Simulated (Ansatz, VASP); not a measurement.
TiAl3 in VASP and in Ansatz

File INCAR:

```
SYSTEM = TiAl3
PREC     = Accurate       ! precision mode
ENCUT    = 520            ! plane-wave cutoff, eV
EDIFF    = 1E-6           ! SCF threshold, eV
ISMEAR   = 0              ! smearing method
SIGMA    = 0.2            ! smearing width, eV
LREAL    = .False.        ! projectors in reciprocal space
LASPH    = .True.         ! aspherical terms in the spheres
NELM     = 100            ! most SCF steps
ALGO     = Fast           ! electronic algorithm
ISIF     = 2              ! what is computed and relaxed
LWAVE    = .False.        ! write WAVECAR
LCHARG   = .True.         ! write CHGCAR
GGA      = PE             ! functional
LELF     = .True.         ! ELF
LVHAR    = .True.       
NBANDS   = 18             ! bands
```

File KPOINTS:

```
regular mesh
0
Gamma
  14 10 10
  0 0 0
```

The input POSCAR:

```
TiAl3
1.0
    2.8396770000      0.0000000000      0.0000000000
    0.0000000000      4.6812640000      0.0000000000
    0.0000000000      0.0000000000      4.9007420000
Ti Al
1 3
Direct
    0.0000000000      0.5000000000      0.1659160000
    0.5000000000      0.5000000000      0.6672710000
    0.5000000000      0.0000000000      0.3309120000
    0.0000000000      0.0000000000      0.8359000000
```

Input for Ansatz:

```yaml
crystal:
  lattice:
    - [2.839677, 0.0, 0.0]
    - [0.0, 4.681264, 0.0]
    - [0.0, 0.0, 4.900742]
  atoms:
    - { symbol: Ti, position: [0.0, 0.5, 0.165916] }
    - { symbol: Al, position: [0.5, 0.5, 0.667271] }
    - { symbol: Al, position: [0.5, 0.0, 0.330912] }
    - { symbol: Al, position: [0.0, 0.0, 0.8359] }
basis:
  ecutwfc: 420
kpoints:
  mp_grid: { grid: [14, 10, 10] }
hamiltonian:
  xc: pbe
scf:
  occupations: { method: gaussian, width: 0.2 }
output:
  forces: true
  stress: true
  eigenvalues: true
```

Alike in both runs: task single point; functional PBE; k mesh 14 × 10 × 10; occupations gaussian, width 0.2 eV; no spin polarisation.

|  | VASP | Ansatz |
| --- | --- | --- |
| version | VASP 6.6.1 | Ansatz 0.2.0 |
| potentials or method | VASP PAW PBE potentials, release 64 (Ti_sv, Al), cutoff 520 eV | scalar-relativistic, plane waves, PAW |
| valence electrons in the cell | 21 | 21 |

VASP gave:

| Property | Result |
| --- | --- |
| gap on the k mesh at the Fermi level (eV) | none |
| pressure (GPa) | 0.0 |
| traceless stress, the component that is largest in VASP (GPa) | -1.12 |
| rms of the force components (eV/Å) | 0.019 |

Which values does Ansatz return?

gap on the k mesh at the Fermi level (eV): none; pressure (GPa): 0.0; traceless stress, the component that is largest in VASP (GPa): -1.11; rms of the force components (eV/Å): 0.019.

Atom by atom the forces differ by 0.001 eV/Å (rms over components). A gap of «none» marks a metal or a gap that the smearing closes. The functional is the same, so the differences come from potentials, cutoffs and numerics.
